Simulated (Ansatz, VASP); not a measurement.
Si3C2: VASP beside Ansatz

```
CELL_PARAMETERS angstrom
3.51781 0.00000 0.00000
0.00000 3.56875 0.00000
0.00000 0.00000 6.15236
ATOMIC_POSITIONS crystal
Si 0.50000 0.00000 0.81420
Si 0.50000 0.00000 0.15643
Si 0.00000 0.00000 0.35889
C 0.00000 0.50000 0.00345
C 0.50000 0.50000 0.49503
```

Change from the starting cell: species swapped into the Er2Si3 type (Pmm2, No. 25).

Alike in both runs: task single point; functional PBE; k mesh 6 × 6 × 4; occupations gaussian, width 0.1 eV; collinear spin.

|  | VASP | Ansatz |
| --- | --- | --- |
| version | VASP 6.6.1 | Ansatz 0.2.0 |
| potentials or method | VASP PAW PBE potentials, release 64 (Si, C), cutoff 520 eV | scalar-relativistic, plane waves, PAW |
| valence electrons in the cell | 20 | 20 |

```tsv
	VASP	Ansatz	Ansatz less VASP
gap on the k mesh at the Fermi level (eV)	none	none	-
pressure (GPa)	-7.8	-7.7	+0.07
traceless stress, the component that is largest in VASP (GPa)	-18.97	-19.07	-0.094
rms of the force components (eV/Å)	1.439	1.446	+0.0072
net moment per atom (μB)	0.00	0.00	0.000
```

Atom by atom the forces differ by 0.007 eV/Å (rms over components). A gap of «none» marks a metal or a gap that the smearing closes. Ansatz's warnings: seeded moment not kept.
